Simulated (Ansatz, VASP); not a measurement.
**CdSe in VASP and in Ansatz**

The input INCAR:

```
PREC     = Accurate       # precision mode
ENCUT    = 520            # plane-wave cutoff, eV
EDIFF    = 1E-6           # SCF threshold, eV
ISMEAR   = 0              # smearing method
SIGMA    = 0.05           # smearing width, eV
LREAL    = F              # projectors in reciprocal space
LASPH    = T              # aspherical terms in the spheres
NELM     = 60             # most SCF steps
ALGO     = Normal         # electronic algorithm
ISIF     = 2              # what is computed and relaxed
LWAVE    = F              # write WAVECAR
LCHARG   = F              # write CHGCAR
GGA      = PE             # functional
NBANDS   = 16             # bands
```

KPOINTS

```
regular mesh
0
Gamma
  10 10 10
```

The input POSCAR:

```
CdSe
1.0
   -0.1135568978      2.6336524725      3.0984146735
    3.0984146735     -0.1135568978      3.0984146735
    2.9848577757      2.5200955747      0.0000000000
Cd Se
1 1
Direct
    0.0000000000      0.0000000000      0.0000000000
    0.7500000000      0.7500000000      0.7500000000
```

Input for Ansatz:

```yaml
crystal:
  lattice:
    - [-0.1135568978, 2.6336524725, 3.0984146735]
    - [3.0984146735, -0.1135568978, 3.0984146735]
    - [2.9848577757, 2.5200955747, 0.0]
  atoms:
    - { symbol: Cd, position: [0.0, 0.0, 0.0] }
    - { symbol: Se, position: [0.75, 0.75, 0.75] }
basis:
  ecutwfc: 420
kpoints:
  mp_grid: { grid: [10, 10, 10] }
hamiltonian:
  xc: pbe
scf:
  occupations: { method: gaussian, width: 0.05 }
output:
  forces: true
  stress: true
  eigenvalues: true
```

Change from the starting cell: engineering shear strain xz -0.0733, normal strain along z -0.1500.

Alike in both runs: task single point; functional PBE; k mesh 10 × 10 × 10; occupations gaussian, width 0.05 eV; no spin polarisation.

```csv
,VASP,Ansatz
version,VASP 6.6.1,Ansatz 0.2.0
potentials or method,"VASP PAW PBE potentials, release 64 (Cd, Se), cutoff 520 eV","scalar-relativistic, plane waves, PAW"
valence electrons in the cell,18,36
```

|  | VASP | Ansatz | Ansatz less VASP |
| --- | --- | --- | --- |
| gap on the k mesh at the Fermi level (eV) | 0.45 | 0.45 | -0.004 |
| least direct gap on the mesh (eV) | 0.45 | 0.45 | -0.004 |
| pressure (GPa) | 10.8 | 10.3 | -0.54 |
| traceless stress, the component that is largest in VASP (GPa) | 5.36 | 5.24 | -0.120 |
| rms of the force components (eV/Å) | 0.524 | 0.507 | -0.0173 |

Atom by atom the forces differ by 0.017 eV/Å (rms over components). VASP's potentials hold 18 valence electrons a cell and Ansatz's 36, so a difference there can come from the potentials and not from the codes.
